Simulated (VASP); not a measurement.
PtSe2 (CdI2 type):

```
CELL_PARAMETERS angstrom
3.56331 0.00000 0.00000
-1.78166 3.08592 0.00000
0.00000 0.00000 5.70130
ATOMIC_POSITIONS crystal
Pt 0.00000 0.00000 0.00000
Se 0.33333 0.66667 0.25000
Se 0.66667 0.33333 0.75000
```

```yaml
Program: VASP 6.6.1
Task: relaxation of cell and atoms
Functional: PBE
Potentials_or_basis: VASP PAW PBE potentials, release 64 (Pt, Se)
Cutoff: 600 eV
k_mesh: 12 × 12 × 7
Occupations: fermi-dirac, width 0.05 eV
Spin: no spin polarisation
```

At the start: pressure 7.2 GPa; volume 20.90 Å³/atom.

How do energy, volume and symmetry change on relaxing?

Over 29 steps the energy falls by 86.2 meV/atom and the volume is 25.82 Å³/atom (+23.6 %); space group P-3m1 (No. 164, to 0.05 Å).

The path:
```tsv
step	energy change (eV)	largest force (eV/Å)	pressure (GPa)	volume (Å³)
1	0.0000	0.2144	7.18	62.69
2	-0.0523	1.3090	-6.99	71.50
3	-0.1343	0.9030	-1.78	67.41
4	-0.2263	0.3881	-0.87	67.63
5	-0.2399	0.0844	-0.36	67.71
6	-0.2399	0.1015	-0.40	67.70
7	-0.2397	0.0065	0.79	67.14
8	-0.2405	0.0507	0.18	67.43
9	-0.2410	0.0480	0.17	67.55
10	-0.2425	0.0399	0.18	67.92
11	-0.2452	0.0221	0.24	68.64
12	-0.2496	0.0254	0.40	70.08
13	-0.2534	0.1578	1.00	72.94
14	-0.2537	0.1516	0.94	73.03
15	-0.2545	0.1323	0.81	73.32
16	-0.2559	0.0952	0.53	73.90
17	-0.2573	0.0235	-0.01	75.06
18	-0.2575	0.0082	-0.23	75.58
19	-0.2575	0.0110	-0.26	75.63
20	-0.2576	0.0141	-0.25	75.77
21	-0.2580	0.0218	-0.24	76.18
22	-0.2585	0.0357	-0.21	77.01
23	-0.2583	0.0551	-0.11	78.64
24	-0.2586	0.0386	-0.17	77.56
25	-0.2587	0.0048	0.07	77.40
26	-0.2587	0.0097	0.02	77.43
27	-0.2587	0.0090	0.03	77.42
28	-0.2587	0.0072	0.02	77.43
29	-0.2587	0.0012	0.00	77.46
```

Final structure:
```
Pt Se
1.0
     3.75214    0.00000    0.00000
    -1.87607    3.24945    0.00000
     0.00000    0.00000    6.35340
Pt Se
1 2
Direct
  0.00000 0.00000 0.00000
  0.33333 0.66667 0.20559
  0.66667 0.33333 0.79441
```

Caveat: the volume moved by over 15 % at a fixed basis, so the end points are rough; this functional lacks dispersion, which binds the layers, so the pressure and a relaxed spacing across them are unreliable.
